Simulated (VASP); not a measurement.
Set up this calculation in VASP 6.6.1, as the native input.

* Task: single point
* Functional: PBE
* Potentials or basis: VASP PAW PBE potentials, release 64 (Ta_pv)
* Cutoff: 500 eV
* k mesh: 10 × 10 × 10
* Occupations: gaussian, width 0.03 eV
* Spin: no spin polarisation
* Dipole correction: no
* Further INCAR settings: ALGO = Normal; EDIFF = 1e-06; NBANDS = 54

The structure of Ta lies in POSCAR:

```
Ta
1.0
    5.3126229143      0.0000000000      0.0000000000
    0.0000000000      5.3126229143      0.0000000000
    0.0000000000      0.0000000000      5.3126229143
Ta
8
Direct
    0.0000000000      0.0000000000      0.0000000000
    0.5000000000      0.5000000000      0.5000000000
    0.2500000000      0.0000000000      0.5000000000
    0.7500000000      0.0000000000      0.5000000000
    0.5000000000      0.7500000000      0.0000000000
    0.5000000000      0.2500000000      0.0000000000
    0.0000000000      0.5000000000      0.7500000000
    0.0000000000      0.5000000000      0.2500000000
```

One way to write it, as run:

INCAR

```
  PREC = Accurate
  ENCUT = 500
  EDIFF = 1E-6
  ISMEAR = 0
  SIGMA = 0.03
  LREAL = False
  LASPH = True
  NELM = 120
  ALGO = Normal
  ISIF = 2
  LWAVE = False
  LCHARG = True
  GGA = PE
  LELF = True
  LVHAR = True
  NBANDS = 54
  GGA_COMPAT = False
```

KPOINTS

```
regular mesh
0
Gamma
  10 10 10
```

Potentials or basis: VASP PAW PBE potentials, release 64 (Ta_pv).

Run with:

```bash
$ cat potpaw_PBE.64/Ta_pv/POTCAR > POTCAR
$ mpirun -np 1 vasp_std > vasp.out
```

It gave:

- Pressure: 0.1 GPa
- Band gap on the k mesh: zero (bands 44 and 45 overlap by 0.36 eV)

Caveat: spin-orbit coupling is left out, which moves the levels of the heavy elements.

It took 7.3 min on 1 thread of Oxide Virtual Turin-like Processor, on a shared host, peak memory 0.39 GiB.
